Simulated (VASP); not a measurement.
# C (P6_3/mmc) in VASP: electric field gradients with PBEsol

Aim: the electric field gradients of C with PBEsol.

Program: VASP 6.6.1. These are calculated values, not measurements. Logs are shortened: lines on timing, memory, paths and dates and some standing lists are left out, and cuts for length are marked.

### 1 The cell of the first run

Symmetry: P6_3/mmc, No. 194, hexagonal system. Conventional cell: a = 2.459 Å, b = 2.459 Å, c = 7.277 Å, α = 90.00°, β = 90.00°, γ = 120.00°. C (site symmetry -6m2) has 3 C at 1.42 Å within 1.9 Å. Within 1.9 Å of C (site symmetry -6m2) lie 3 C at 1.42 Å.

### 2 Electric field gradients, PBEsol

File INCAR:

```
SYSTEM = C
PREC = Accurate
ENCUT = 520
EDIFF = 1E-8
ISMEAR = -1
SIGMA = 0.15
LREAL = .False.
LASPH = .True.
NELM = 80
ALGO = Normal
ISIF = 2
LWAVE = .False.
LCHARG = .False.
GGA = PS
LEFG = .True.
NBANDS = 16
```

File KPOINTS:

```
regular mesh
0
Gamma
  18 18 6
  0 0 0
```

File POSCAR:

```
C
1.0
    2.4589154306      0.0000000000      0.0000000000
   -1.2294577153      2.1294832287      0.0000000000
    0.0000000000      0.0000000000      7.2765550331
C
4
Direct
    0.0000000000      0.0000000000      0.0025000000
    0.0000000000      0.0000000000      0.5025000000
    0.3333333333      0.6666666667      0.0025000000
    0.6666666667      0.3333333333      0.5025000000
```

Potentials or basis: VASP PAW PBE potentials, release 64 (C).

The run is started by

```sh
> cat potpaw_PBE.64/C/POTCAR > POTCAR
> mpirun -np 1 vasp_std > vasp.out
```

OUTCAR:

```text
SYSTEM = C
   PREC = Accurate
   ENCUT = 520
   EDIFF = 1E-8
   ISMEAR = -1
   LREAL = .False.
   LASPH = .True.
   NELM = 80
   ISIF = 2
   GGA = PS

 ion  position               nearest neighbor table
   1  0.000  0.000  0.002-   3 1.42   3 1.42   3 1.42
   2  0.000  0.000  0.502-   4 1.42   4 1.42   4 1.42
   3  0.333  0.667  0.002-   1 1.42   1 1.42   1 1.42
   4  0.667  0.333  0.502-   2 1.42   2 1.42   2 1.42

  LATTYP: Found a hexagonal cell.
 ALAT       =     2.4589154306
 C/A-ratio  =     2.9592538818

  Lattice vectors:

 A1 = (   2.4589154306,   0.0000000000,   0.0000000000)
 A2 = (  -1.2294577153,   2.1294832287,   0.0000000000)
 A3 = (   0.0000000000,   0.0000000000,   7.2765550331)

Analysis of symmetry for initial positions (statically):
=====================================================================
 Subroutine PRICEL returns:
 Original cell was already a primitive cell.

 Routine SETGRP: Setting up the symmetry group for a
 hexagonal supercell.

 Subroutine GETGRP returns: Found 24 space group operations
 (whereof  6 operations were pure point group operations)
 out of a pool of 24 trial point group operations.

The static configuration has the point symmetry C_3v.
 The point group associated with its full space group is D_6h.

Analysis of symmetry for dynamics (positions and initial velocities):
=====================================================================
 Subroutine PRICEL returns:
 Original cell was already a primitive cell.

 Routine SETGRP: Setting up the symmetry group for a
 hexagonal supercell.

 Subroutine GETGRP returns: Found 24 space group operations
 (whereof  6 operations were pure point group operations)
 out of a pool of 24 trial point group operations.

The dynamic configuration has the point symmetry C_3v.
 The point group associated with its full space group is D_6h.

 Subroutine INISYM returns: Found 24 space group operations
 (whereof  6 operations are pure point group operations),
 and found     1 'primitive' translations

----------------------------------------------------------------------------------------

                                     Primitive cell

  volume of cell :      38.1016

  direct lattice vectors                    reciprocal lattice vectors
     2.458915431  0.000000000  0.000000000     0.406683364  0.234798750  0.000000000
    -1.229457715  2.129483229  0.000000000     0.000000000  0.469597500  0.000000000
     0.000000000  0.000000000  7.276555033     0.000000000  0.000000000  0.137427669

  length of vectors
     2.458915431  2.458915431  7.276555033     0.469597500  0.469597500  0.137427669

  position of ions in fractional coordinates (direct lattice)
     0.000000000  0.000000000  0.002500000
     0.000000000  0.000000000  0.502500000
     0.333333333  0.666666667  0.002500000
     0.666666667  0.333333333  0.502500000

  ion indices of the primitive-cell ions
   primitive index   ion index
                 1           1
                 2           2
                 3           3
                 4           4

----------------------------------------------------------------------------------------

 KPOINTS: regular mesh

Automatic generation of k-mesh.
 Grid dimensions read from file:
 generate k-points for:   18   18    6

 Generating k-lattice:

  Cartesian coordinates                     Fractional coordinates (reciprocal lattice)
     0.022593520  0.013044375  0.000000000     0.055555556  0.000000000  0.000000000
     0.000000000  0.026088750  0.000000000     0.000000000  0.055555556  0.000000000
     0.000000000  0.000000000  0.022904612     0.000000000  0.000000000  0.166666667

  Length of vectors
     0.026088750  0.026088750  0.022904612

  Shift w.r.t. Gamma in fractional coordinates (k-lattice)
     0.000000000  0.000000000  0.000000000

 Subroutine IBZKPT returns following result:
 ===========================================

 Found    148 irreducible k-points:

 Following reciprocal coordinates:
            Coordinates               Weight
  0.000000  0.000000  0.000000      1.000000
  0.055556  0.000000  0.000000      6.000000
  0.111111  0.000000  0.000000      6.000000
  0.166667  0.000000  0.000000      6.000000
  0.222222  0.000000  0.000000      6.000000
  0.277778 -0.000000  0.000000      6.000000
[... 16 lines left out ...]
  0.333333  0.111111  0.000000     12.000000
  0.388889  0.111111  0.000000     12.000000
 [... further k-points ...]
   k-points           NKPTS =    148   k-points in BZ     NKDIM =    148   number of bands    NBANDS=     16
   number of dos      NEDOS =    301   number of ions     NIONS =      4
   total plane-waves  NPLWV =  17496
   dimension x,y,z NGX =    18 NGY =   18 NGZ =   54
   dimension x,y,z NGXF=    36 NGYF=   36 NGZF=  108
   ions per type =               4
   NGX,Y,Z   is equivalent  to a cutoff of  12.17, 12.17, 12.34 a.u.
   NGXF,Y,Z  is equivalent  to a cutoff of  24.34, 24.34, 24.67 a.u.
 SYSTEM =  C
   PREC   = accura    normal or accurate (medium, high low for compatibility)
   ISTART =      0    job   : 0-new  1-cont  2-samecut
   ICHARG =      2    charge: 1-file 2-atom 10-const
   ISPIN  =      1    spin polarized calculation?
   LNONCOLLINEAR =      F non collinear calculations
   LSORBIT =      F    spin-orbit coupling
   LASPH  =      T    aspherical Exc in radial PAW
   ENCUT  =  520.0 eV  38.22 Ry    6.18 a.u.   4.57  4.57 13.53*2*pi/ulx,y,z
   NELM   =     80;   NELMIN=  2; NELMDL= -5     # of ELM steps
   EDIFF  = 0.1E-07   stopping-criterion for ELM
   LREAL  =      F    real-space projection
   EDIFFG = 0.1E-06   stopping-criterion for IOM
   NSW    =      0    number of steps for IOM
   IBRION =     -1    ionic relax: 0-MD 1-quasi-New 2-CG
   NFREE  =      0    steps in history (QN), initial steepest desc. (CG)
   ISIF   =      2    stress and relaxation
   ISYM   =      2    0-nonsym 1-usesym 2-fastsym
   POTIM  = 0.5000    time-step for ionic-motion
   TEBEG  =    0.0;   TEEND  =   0.0 temperature during run
   PSTRESS=    0.0 pullay stress
   NELECT =      16.0000    total number of electrons
   NUPDOWN=      -1.0000    fix difference up-down
   EMIN   =  10.00;   EMAX   =-10.00  energy-range for DOS
   EFERMI =   0.00;   METHOD = LEGACY
   ISMEAR =    -1;   SIGMA  =   0.15  broadening in eV -4-tet -1-fermi 0-gaus
   EFERMI_NEDOS =   21; number of points for ismear=-14 and -15
   IALGO  =     38    algorithm
   IMIX   =      4    mixing-type and parameters
     AMIX     =   0.40;   BMIX     =  1.00
     AMIX_MAG =   1.60;   BMIX_MAG =  1.00
  volume/ion in A,a.u.               =       9.53        64.28
  Fermi-wavevector in a.u.,A,eV,Ry     =   1.225934  2.316679 20.448375  1.502913
  Thomas-Fermi vector in A             =   2.360953
   LORBIT       =      0    0 simple, 1 ext, 2 COOP (PROOUT), +10 PAW based schemes
   GGA     = PS    functional components
[... 5 lines left out ...]
 non-spin polarized calculation
  energy-cutoff  :      520.00
  volume of cell :       38.10
 maximum number of plane-waves:      1048
   NGX =  9   NGY =  9   NGZ = 27

 number of electron      15.9999996 magnetization

 Free energy of the ion-electron system (eV)
  ---------------------------------------------------
  ext. energy  EPLUGINS =         0.00000000
  ---------------------------------------------------
  free energy    TOTEN  =       -38.58221681 eV

  energy without entropy =      -38.57694469  energy(sigma->0) =      -38.57958075

 E-fermi :   3.9658     XC(G=0):  -9.9877

 val. band max:        3.9653399789   @ k =   0.3333   0.3333   0.3333
 cond. band min:       3.9686733959   @ k =   0.3333   0.3333   0.5000
 fundamental gap:      0.0033334170
 Fermi energy:         3.9657555793

 k-point     1 :       0.0000    0.0000    0.0000
  band No.  band energies     occupation
      1     -15.6530      2.00000
      2     -15.4931      2.00000
      3      -4.3569      2.00000
      4      -3.0515      2.00000
      5       0.9733      2.00000
      6       0.9733      2.00000
[... 8 lines left out ...]
     15      15.4773      0.00000
     16      15.5863      0.00000
[... 419 lines left out ...]
 k-point    24 :       0.3889    0.1111    0.0000
  band No.  band energies     occupation
      1     -10.9035      2.00000
      2     -10.7962      2.00000
      3      -8.2837      2.00000
      4      -8.2014      2.00000
      5      -3.2934      2.00000
      6      -3.2575      2.00000
[... 8 lines left out ...]
     15      16.4615      0.00000
     16      17.6881      0.00000

 [... further k-points ...]
[... 5 lines left out ...]
  --------------------------------------------------------------------------------------
  -------------------------------------------------------------------------------------
  Total        0.2298285      0.2298285     -0.0170680     -0.0000000     -0.0000000      0.0000000
  in kB        9.6643102      9.6643102     -0.7177109     -0.0000000     -0.0000000      0.0000000
  external PRESSURE =       6.2036365 kB  Pullay stress =       0.0000000 kB

 VOLUME and BASIS-vectors are now :
 -----------------------------------------------------------------------------
  energy-cutoff  :      520.00
  volume of cell :       38.10
      direct lattice vectors                 reciprocal lattice vectors
     2.458915431  0.000000000  0.000000000     0.406683364  0.234798750  0.000000000
    -1.229457715  2.129483229  0.000000000     0.000000000  0.469597500  0.000000000
     0.000000000  0.000000000  7.276555033     0.000000000  0.000000000  0.137427669

 POSITION                                       TOTAL-FORCE (eV/Angst)
 -----------------------------------------------------------------------------------
      0.00000      0.00000      0.01819        -0.000000      0.000000      0.000000
      0.00000      0.00000      3.65647        -0.000000     -0.000000      0.000000
     -0.00000      1.41966      0.01819         0.000000     -0.000000     -0.000000
      1.22946      0.70983      3.65647        -0.000000      0.000000     -0.000000
 -----------------------------------------------------------------------------------
    total drift:                               -0.000000     -0.000000     -0.000006

  FREE ENERGIE OF THE ION-ELECTRON SYSTEM (eV)
  ---------------------------------------------------
  free  energy   TOTEN  =       -38.5822168070 eV

  energy  without entropy=      -38.5769446901  energy(sigma->0) =      -38.57958075

 Electric field gradients (V/A^2)
---------------------------------------------------------------------
 ion       V_xx      V_yy      V_zz      V_xy      V_xz      V_yz
---------------------------------------------------------------------
   1     -16.046   -16.047    32.092    -0.001    -0.000     0.000
   2     -16.046   -16.047    32.092    -0.001     0.000    -0.000
   3     -15.683   -15.684    31.367    -0.001     0.000    -0.000
   4     -15.683   -15.684    31.367    -0.001    -0.000     0.000
---------------------------------------------------------------------

 Electric field gradients after diagonalization (V/A^2)
 (convention: |V_zz| > |V_xx| > |V_yy|)
----------------------------------------------------------------------
 ion       V_xx      V_yy      V_zz     asymmetry (V_yy - V_xx)/ V_zz
----------------------------------------------------------------------
   1     -16.047   -16.045    32.092       0.000
   2     -16.047   -16.045    32.092       0.000
   3     -15.684   -15.683    31.367       0.000
   4     -15.684   -15.683    31.367       0.000
----------------------------------------------------------------------

           NMR quadrupolar parameters

 Cq : quadrupolar parameter    Cq=e*Q*V_zz/h
 eta: asymmetry parameters     (V_yy - V_xx)/ V_zz
 Q  : nuclear electric quadrupole moment in mb (millibarn)
----------------------------------------------------------------------
 ion       Cq(MHz)       eta       Q (mb)
----------------------------------------------------------------------
   1       0.078       0.000       1.000
   2       0.078       0.000       1.000
   3       0.076       0.000       1.000
   4       0.076       0.000       1.000
----------------------------------------------------------------------
```

Wall time 62 s (1 thread of Intel Xeon Platinum 8375C at 2.90GHz (Ice Lake), shared host); peak memory 0.18 GiB.

Results:

| Property | Result |
| --- | --- |
| Free energy | -38.5822 eV |
| Pressure | 0.6 GPa |
| Band gap on the k mesh | zero (band 8 reaches 3.97 eV, above the bottom of band 9 at 3.96 eV) |

Stress tensor (GPa, compression positive):
```
 0.97  0.00  0.00
 0.00  0.97  0.00
 0.00  0.00 -0.07
```

Electric field gradients, principal values (V/Å²):
| atom | least | middle | greatest (by size) |
| --- | --- | --- | --- |
| 1 C | -16.045 | -16.047 | 32.092 |
| 2 C | -16.045 | -16.047 | 32.092 |
| 3 C | -15.683 | -15.684 | 31.367 |
| 4 C | -15.683 | -15.684 | 31.367 |

Caveat: without QUAD_EFG the Cq values of the log hold for a quadrupole moment of 1 mb, not for the nuclei; the PAW data sets were made with another functional, which shifts forces and pressure a little; this functional lacks dispersion, which binds the layers, so the pressure and a relaxed spacing across them are unreliable.
